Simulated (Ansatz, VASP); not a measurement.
## Two plane-wave programs on CuI

```xyz
2
Lattice="3.6614 0.0000 0.0000 0.0000 3.6614 0.0000 0.0000 0.0000 3.6614" Properties=species:S:1:pos:R:3 pbc="T T T"
Cu    0.0000    0.0000    0.0000
I     1.8307    1.8307    1.8307
```

Alike in both runs: task single point; functional PBE; k mesh 4 × 4 × 4; occupations fermi-dirac, width 0.02 eV; no spin polarisation.

|  | VASP | Ansatz |
| --- | --- | --- |
| version | VASP 6.6.1 | Ansatz 0.2.0 |
| potentials or method | VASP PAW PBE potentials, release 64 (Cu, I) | plane waves |
| plane-wave cutoff (eV) | 520 | 420 |
| valence electrons in the cell | 18 | 36 |

|  | VASP | Ansatz | Ansatz less VASP |
| --- | --- | --- | --- |
| pressure (GPa) | 0.2 | 0.1 | -0.10 |

VASP's potentials hold 18 valence electrons a cell and Ansatz's 36, so a difference there can come from the potentials and not from the codes.

The k mesh is coarse, so the values compare programs but aren't converged. Neither program's run includes spin-orbit coupling.
